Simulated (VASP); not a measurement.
Write the native input for VASP 6.6.1 that does the following.

```yaml
Task: single point
Functional: PBE
Potentials_or_basis: VASP PAW PBE potentials, release 64 (Al, O)
Cutoff: 520 eV
k_mesh: 1 × 1 × 1
Occupations: fermi-dirac, width 0.1172 eV
Spin: no spin polarisation
Dipole_correction: no
Further_INCAR_settings: LREAL = Auto; ALGO = Normal; EDIFF = 1e-07; NBANDS = 64; ISYM = 0
```

The structure of Al2O3 lies in POSCAR:

```
Al2O3
1.0
    5.5891680000      0.0973700000     -0.0255760000
    0.0973700000      6.1231590000     -0.2251640000
   -0.0255760000     -0.2251640000      6.0877700000
Al O
8 12
Direct
    0.5581005260      0.9972535270      0.1239903236
    0.0613512296      0.1464207415      0.2821909827
    0.8138414005      0.5561174956      0.1682621793
    0.2482863380      0.0893658442      0.7076793542
    0.3085087384      0.6430057186      0.8651327430
    0.3202191644      0.6661507737      0.4090478284
    0.7309627603      0.3703369721      0.7128315718
    0.8125379211      0.8238166637      0.6202289714
    0.1495399245      0.7702481849      0.6379741343
    0.6478799846      0.5538485233      0.5139704567
    0.3608102165      0.0272159901      0.4062768704
    0.5689094892      0.9356355838      0.7891988166
    0.3876608546      0.3663971791      0.7461970916
    0.7574427010      0.2419973078      0.1669058516
    0.4584702613      0.6610174316      0.1362832637
    0.1196739003      0.4331479194      0.2934449064
    0.8835496986      0.5820928785      0.8837224514
    0.2050093085      0.0153345963      1.0134343310
    0.8651546509      0.8452317363      0.2549227310
    0.9408809744      0.1195656535      0.6008735305
```

The input as run:

INCAR

```
SYSTEM = Al2O3
  PREC = Accurate
  ENCUT = 520
  EDIFF = 1E-7
  ISMEAR = -1
  SIGMA = 0.1172
  LREAL = Auto
  LASPH = .True.
  NELM = 80
  ALGO = Normal
  ISIF = 2
  LWAVE = .False.
  LCHARG = .False.
  GGA = PE
  NBANDS = 64
  ISYM = 0
```

KPOINTS

```
Automatic mesh
0
Gamma
  1 1 1
  0 0 0
```

Potentials or basis: VASP PAW PBE potentials, release 64 (Al, O).

Launch:

```sh
$ cat potpaw_PBE.64/Al/POTCAR potpaw_PBE.64/O/POTCAR > POTCAR
$ mpirun -np 1 vasp_gam > vasp.out
```

It gave:

* Pressure: -13.5 GPa
* Largest force: 3.155 eV/Å
* Band gap on the k mesh: 3.10 eV

Caveat: the k points lie up to 1.12 Å⁻¹ apart.

Run time: 19 s on 1 thread of Intel(R) Xeon(R) 6975P-C (Granite Rapids), on a shared host, peak memory 0.26 GiB.
